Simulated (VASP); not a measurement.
# Zn2N (P4/mmm) in VASP: a series of runs

Zn2N is run at these levels: PBE; tasks: single point, relaxation of cell and atoms.

Everything below comes from runs of VASP 6.6.1. Logs are shortened: lines on timing, memory, paths and dates and some standing lists are left out, and cuts for length are marked.

## (1) The cell of the first run

Symmetry: P4/mmm, No. 123, tetragonal system. Conventional cell: a = 3.096 Å, b = 3.096 Å, c = 4.010 Å, α = 90.00°, β = 90.00°, γ = 90.00°. Zn (site symmetry 4/mmm) has 4 N at 2.19 Å and 12 Zn at 2.97 to 3.10 Å within 3.1 Å. Within 2.7 Å of Zn (site symmetry 4/mmm) lie 2 N at 2.01 Å. N (site symmetry 4/mmm) has 6 Zn at 2.01 to 2.19 Å within 2.7 Å.

The cell was built from a structure type or drawn by symmetry, and may not be a known phase.

## (2) Single point, PBE

Input file INCAR:

```
SYSTEM = Zn2N
ALGO = Normal
EDIFF = 1E-6
ENCUT = 520
GGA = PE
ISIF = 2
ISMEAR = 0
LASPH = .True.
LCHARG = .True.
LELF = .True.
LREAL = .False.
LVHAR = .True.
LWAVE = .False.
NBANDS = 22
NELM = 60
PREC = Accurate
SIGMA = 0.1
```

Input file KPOINTS:

```
k-points
0
Gamma
  14 14 12
  0 0 0
```

Input file POSCAR:

```
Zn2N
1.0
    3.0962648906      0.0000000000      0.0000000000
    0.0000000000      3.0962648906      0.0000000000
    0.0000000000      0.0000000000      4.0102486281
Zn N
2 1
Direct
    0.0000000000      0.0000000000      0.0000000000
    0.5000000000      0.5000000000      0.5000000000
    0.5000000000      0.5000000000      0.0000000000
```

Potentials or basis: VASP PAW PBE potentials, release 64 (Zn, N).

Command:

```bash
cat potpaw_PBE.64/Zn/POTCAR potpaw_PBE.64/N/POTCAR > POTCAR
mpirun -np 1 vasp_std > vasp.out
```

OUTCAR:

```text
SYSTEM = Zn2N
   EDIFF = 1E-6
   ENCUT = 520
   GGA = PE
   ISIF = 2
   ISMEAR = 0
   LASPH = .True.
   LREAL = .False.
   NELM = 60
   PREC = Accurate

 ion  position               nearest neighbor table
   1  0.000  0.000  0.000-   3 2.19   3 2.19   3 2.19   3 2.19   2 2.97   2 2.97   2 2.97   2 2.97
                             2 2.97   2 2.97   2 2.97   2 2.97
   2  0.500  0.500  0.500-   3 2.01   3 2.01   1 2.97   1 2.97   1 2.97   1 2.97   1 2.97   1 2.97
                             1 2.97   1 2.97
   3  0.500  0.500  0.000-   2 2.01   2 2.01   1 2.19   1 2.19   1 2.19   1 2.19

  LATTYP: Found a simple tetragonal cell.
 ALAT       =     3.0962648906
 C/A-ratio  =     1.2951891294

  Lattice vectors:

 A1 = (   3.0962648906,   0.0000000000,   0.0000000000)
 A2 = (   0.0000000000,   3.0962648906,   0.0000000000)
 A3 = (   0.0000000000,   0.0000000000,   4.0102486281)

Analysis of symmetry for initial positions (statically):
=====================================================================
 Subroutine PRICEL returns:
 Original cell was already a primitive cell.

 Routine SETGRP: Setting up the symmetry group for a
 simple tetragonal supercell.

 Subroutine GETGRP returns: Found 16 space group operations
 (whereof 16 operations were pure point group operations)
 out of a pool of 16 trial point group operations.

The static configuration has the point symmetry D_4h.

Analysis of symmetry for dynamics (positions and initial velocities):
=====================================================================
 Subroutine PRICEL returns:
 Original cell was already a primitive cell.

 Routine SETGRP: Setting up the symmetry group for a
 simple tetragonal supercell.

 Subroutine GETGRP returns: Found 16 space group operations
 (whereof 16 operations were pure point group operations)
 out of a pool of 16 trial point group operations.

The dynamic configuration has the point symmetry D_4h.

 Subroutine INISYM returns: Found 16 space group operations
 (whereof 16 operations are pure point group operations),
 and found     1 'primitive' translations

----------------------------------------------------------------------------------------

                                     Primitive cell

  volume of cell :      38.4457

  direct lattice vectors                    reciprocal lattice vectors
     3.096264891  0.000000000  0.000000000     0.322969783  0.000000000  0.000000000
     0.000000000  3.096264891  0.000000000     0.000000000  0.322969783  0.000000000
     0.000000000  0.000000000  4.010248628     0.000000000  0.000000000  0.249361098

  length of vectors
     3.096264891  3.096264891  4.010248628     0.322969783  0.322969783  0.249361098

  position of ions in fractional coordinates (direct lattice)
     0.000000000  0.000000000  0.000000000
     0.500000000  0.500000000  0.500000000
     0.500000000  0.500000000  0.000000000

  ion indices of the primitive-cell ions
   primitive index   ion index
                 1           1
                 2           2
                 3           3

----------------------------------------------------------------------------------------

 KPOINTS: k-points

Automatic generation of k-mesh.
 Grid dimensions read from file:
 generate k-points for:   14   14   12

 Generating k-lattice:

  Cartesian coordinates                     Fractional coordinates (reciprocal lattice)
     0.023069270  0.000000000  0.000000000     0.071428571  0.000000000  0.000000000
     0.000000000  0.023069270  0.000000000     0.000000000  0.071428571  0.000000000
     0.000000000  0.000000000  0.020780091     0.000000000  0.000000000  0.083333333

  Length of vectors
     0.023069270  0.023069270  0.020780091

  Shift w.r.t. Gamma in fractional coordinates (k-lattice)
     0.000000000  0.000000000  0.000000000

 Subroutine IBZKPT returns following result:
 ===========================================

 Found    252 irreducible k-points:

 Following reciprocal coordinates:
            Coordinates               Weight
  0.000000  0.000000  0.000000      1.000000
  0.071429  0.000000  0.000000      4.000000
  0.142857  0.000000  0.000000      4.000000
  0.214286  0.000000  0.000000      4.000000
  0.285714  0.000000  0.000000      4.000000
  0.357143  0.000000  0.000000      4.000000
[... 16 lines left out ...]
  0.285714  0.214286  0.000000      8.000000
  0.357143  0.214286  0.000000      8.000000
 [... further k-points ...]
   k-points           NKPTS =    252   k-points in BZ     NKDIM =    252   number of bands    NBANDS=     22
   number of dos      NEDOS =    301   number of ions     NIONS =      3
   total plane-waves  NPLWV =  17280
   dimension x,y,z NGX =    24 NGY =   24 NGZ =   30
   dimension x,y,z NGXF=    48 NGYF=   48 NGZF=   60
   ions per type =               2   1
   NGX,Y,Z   is equivalent  to a cutoff of  12.89, 12.89, 12.44 a.u.
   NGXF,Y,Z  is equivalent  to a cutoff of  25.77, 25.77, 24.87 a.u.
 SYSTEM =  Zn2N
   PREC   = accura    normal or accurate (medium, high low for compatibility)
   ISTART =      0    job   : 0-new  1-cont  2-samecut
   ICHARG =      2    charge: 1-file 2-atom 10-const
   ISPIN  =      1    spin polarized calculation?
   LNONCOLLINEAR =      F non collinear calculations
   LSORBIT =      F    spin-orbit coupling
   LASPH  =      T    aspherical Exc in radial PAW
   ENCUT  =  520.0 eV  38.22 Ry    6.18 a.u.   5.76  5.76  7.46*2*pi/ulx,y,z
   NELM   =     60;   NELMIN=  2; NELMDL= -5     # of ELM steps
   EDIFF  = 0.1E-05   stopping-criterion for ELM
   LREAL  =      F    real-space projection
[... 7 lines left out ...]
   TEBEG  =    0.0;   TEEND  =   0.0 temperature during run
   PSTRESS=    0.0 pullay stress
   NELECT =      29.0000    total number of electrons
   NUPDOWN=      -1.0000    fix difference up-down
   EMIN   =  10.00;   EMAX   =-10.00  energy-range for DOS
   EFERMI =   0.00;   METHOD = LEGACY
   ISMEAR =     0;   SIGMA  =   0.10  broadening in eV -4-tet -1-fermi 0-gaus
   EFERMI_NEDOS =   21; number of points for ismear=-14 and -15
   IALGO  =     38    algorithm
   IMIX   =      4    mixing-type and parameters
     AMIX     =   0.40;   BMIX     =  1.00
     AMIX_MAG =   1.60;   BMIX_MAG =  1.00
  volume/ion in A,a.u.               =      12.82        86.48
  Fermi-wavevector in a.u.,A,eV,Ry     =   1.490247  2.816159 30.216319  2.220837
  Thomas-Fermi vector in A             =   2.603053
   LORBIT       =      0    0 simple, 1 ext, 2 COOP (PROOUT), +10 PAW based schemes
   GGA     = PE    functional components
   LHFCALC =     F    Hartree Fock is set to
   AEXX    =    0.0000 exact exchange contribution
   IVDW    =     0    specifies the selected vdW correction
   LEPSILON=     F    determine dielectric tensor
   LRPA    =     F    only Hartree local field effects (RPA)
 non-spin polarized calculation
 Gauss-broadening in eV      SIGMA  =   0.10
  energy-cutoff  :      520.00
  volume of cell :       38.45
 maximum number of plane-waves:      1051
 NGX is ok and might be reduce to    24
   NGX = 11   NGY = 11   NGZ = 15

 number of electron      28.9999983 magnetization

 Free energy of the ion-electron system (eV)
  ---------------------------------------------------
  ext. energy  EPLUGINS =         0.00000000
  ---------------------------------------------------
  free energy    TOTEN  =        -9.23122354 eV

  energy without entropy =       -9.22568204  energy(sigma->0) =       -9.22845279

 E-fermi :   3.5627     XC(G=0): -11.4574

 val. band max:        3.5530137190   @ k =   0.2857   0.0000   0.5000
 cond. band min:       3.5808009426   @ k =   0.4286   0.0000   0.1667
 fundamental gap:      0.0277872236
 Fermi energy:         3.5626551265

 k-point     1 :       0.0000    0.0000    0.0000
  band No.  band energies     occupation
      1     -12.5682      2.00000
      2      -4.5791      2.00000
      3      -4.3433      2.00000
      4      -3.9675      2.00000
      5      -3.9675      2.00000
      6      -3.8552      2.00000
[... 14 lines left out ...]
     21      18.3138      0.00000
     22      20.1794      0.00000

 k-point     2 :       0.0714    0.0000    0.0000
  band No.  band energies     occupation
      1     -12.5262      2.00000
      2      -4.5504      2.00000
      3      -4.3338      2.00000
      4      -3.9736      2.00000
      5      -3.9614      2.00000
      6      -3.8615      2.00000
[... 14 lines left out ...]
     21      18.6611      0.00000
     22      18.7722      0.00000

 k-point     3 :       0.1429    0.0000    0.0000
  band No.  band energies     occupation
      1     -12.4046      2.00000
      2      -4.4717      2.00000
      3      -4.3074      2.00000
      4      -3.9906      2.00000
      5      -3.9439      2.00000
      6      -3.8792      2.00000
[... 14 lines left out ...]
     21      17.5432      0.00000
     22      18.0742      0.00000

 k-point     4 :       0.2143    0.0000    0.0000
  band No.  band energies     occupation
      1     -12.2177      2.00000
      2      -4.3679      2.00000
      3      -4.2740      2.00000
      4      -4.0149      2.00000
      5      -3.9172      2.00000
      6      -3.9043      2.00000
[... 14 lines left out ...]
     21      16.5836      0.00000
     22      17.0233      0.00000

 k-point     5 :       0.2857    0.0000    0.0000
  band No.  band energies     occupation
      1     -11.9919      2.00000
      2      -4.2944      2.00000
      3      -4.2754      2.00000
      4      -4.0415      2.00000
      5      -3.9314      2.00000
      6      -3.8855      2.00000
[... 417 lines left out ...]
 k-point    22 :       0.2143    0.2143    0.0000
  band No.  band energies     occupation
      1     -11.9316      2.00000
      2      -4.2784      2.00000
      3      -4.1663      2.00000
      4      -4.0908      2.00000
      5      -4.0048      2.00000
      6      -3.9715      2.00000
[... 14 lines left out ...]
     21      15.6451      0.00000
     22      16.2497      0.00000

 k-point    23 :       0.2857    0.2143    0.0000
  band No.  band energies     occupation
      1     -11.7527      2.00000
      2      -4.2759      2.00000
      3      -4.1248      2.00000
      4      -4.1151      2.00000
      5      -4.0550      2.00000
      6      -4.0331      2.00000
[... 14 lines left out ...]
     21      15.1579      0.00000
     22      16.3682      0.00000

 k-point    24 :       0.3571    0.2143    0.0000
  band No.  band energies     occupation
      1     -11.5801      2.00000
      2      -4.2960      2.00000
      3      -4.1522      2.00000
      4      -4.1101      2.00000
      5      -4.0913      2.00000
      6      -4.0518      2.00000
[... 14 lines left out ...]
     21      14.8150      0.00000
     22      16.2041      0.00000

 [... further k-points ...]

------------------------ aborting loop because EDIFF is reached ----------------------------------------

  FORCE on cell =-STRESS in cart. coord.  units (eV):
  Direction    XX          YY          ZZ          XY          YZ          ZX
  --------------------------------------------------------------------------------------
  -------------------------------------------------------------------------------------
  Total        0.1170190      0.1170190      0.2356655      0.0000000      0.0000000      0.0000000
  in kB        4.8766247      4.8766247      9.8210764      0.0000000      0.0000000      0.0000000
  external PRESSURE =       6.5247752 kB  Pullay stress =       0.0000000 kB

 VOLUME and BASIS-vectors are now :
 -----------------------------------------------------------------------------
  energy-cutoff  :      520.00
  volume of cell :       38.45
      direct lattice vectors                 reciprocal lattice vectors
     3.096264891  0.000000000  0.000000000     0.322969783  0.000000000  0.000000000
     0.000000000  3.096264891  0.000000000     0.000000000  0.322969783  0.000000000
     0.000000000  0.000000000  4.010248628     0.000000000  0.000000000  0.249361098

 POSITION                                       TOTAL-FORCE (eV/Angst)
 -----------------------------------------------------------------------------------
      0.00000      0.00000      0.00000         0.000000      0.000000      0.000000
      1.54813      1.54813      2.00512         0.000000      0.000000      0.000000
      1.54813      1.54813      0.00000         0.000000      0.000000      0.000000
 -----------------------------------------------------------------------------------
    total drift:                                0.000000     -0.000000     -0.000000

  FREE ENERGIE OF THE ION-ELECTRON SYSTEM (eV)
  ---------------------------------------------------
  free  energy   TOTEN  =        -9.2312235424 eV

  energy  without entropy=       -9.2256820412  energy(sigma->0) =       -9.22845279
```

Run time: 3.5 min. Hardware: 1 thread of Intel Xeon 8259CL, shared host; peak memory 0.29 GiB.

What came out:

| Item | Value |
| --- | --- |
| Free energy | -9.2312 eV |
| Pressure | 0.7 GPa |
| Band gap on the k mesh | zero (an odd number of electrons rules out a gap without spin polarisation) |

[end of part 1 of 2]
